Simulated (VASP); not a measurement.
Wanted: the native input for a VASP 6.6.1 run.

| Property | Result |
| --- | --- |
| Task | single point |
| Functional | PBE |
| Potentials or basis | VASP PAW PBE potentials, release 64 (Ru_pv, F) |
| Cutoff | 520 eV |
| k mesh | 10 × 10 × 10 |
| Occupations | gaussian, width 0.1 eV |
| Spin | collinear spin, ferromagnetic start |
| Starting moments | [2.99, 2.99, 0.0, 0.0, 0.0, 0.0] μB |
| Dipole correction | no |
| Further INCAR settings | ALGO = Normal; EDIFF = 1e-06; NBANDS = 41 |

The structure of RuF2 lies in POSCAR:

```
RuF2
1.0
    0.0000000000      3.2493834445      3.2493834445
    3.2493834445      0.0000000000      3.2493834445
    3.2493834445      3.2493834445      0.0000000000
Ru F
2 4
Direct
    0.0000000000      0.0000000000      0.0000000000
    0.2500000000      0.2500000000      0.2500000000
    0.6250000000      0.6250000000      0.6250000000
    0.1250000000      0.6250000000      0.6250000000
    0.6250000000      0.6250000000      0.1250000000
    0.6250000000      0.1250000000      0.6250000000
```

These files were run (other wordings do the same):

INCAR

```
SYSTEM = RuF2
  PREC = Accurate
  ENCUT = 520
  EDIFF = 1E-6
  ISMEAR = 0
  SIGMA = 0.1
  LREAL = .False.
  LASPH = .True.
  NELM = 150
  ALGO = Normal
  ISIF = 2
  LWAVE = .False.
  LCHARG = .False.
  ISPIN = 2
  MAGMOM = 2.99 2.99 0 0 0 0
  LORBIT = 11
  LMAXMIX = 4
  GGA = PE
  NBANDS = 41
```

KPOINTS

```
Automatic mesh
0
Gamma
  10 10 10
  0 0 0
```

Potentials or basis: VASP PAW PBE potentials, release 64 (Ru_pv, F).

Launch:

```bash
$ cat potpaw_PBE.64/Ru_pv/POTCAR potpaw_PBE.64/F/POTCAR > POTCAR
$ mpirun -np 1 vasp_std > vasp.out
```

It gave:

| Item | Value |
| --- | --- |
| Pressure | -0.6 GPa |
| Net moment | 6.43 μB per cell |
| Site moments | Ru +2.76; F +0.14 μB |
| Valence electrons inside the program's atomic spheres | Ru 12.00; F 5.99 |

It took 10 min on 1 thread of Intel Xeon 8259CL (shared host), peak memory 0.36 GiB.
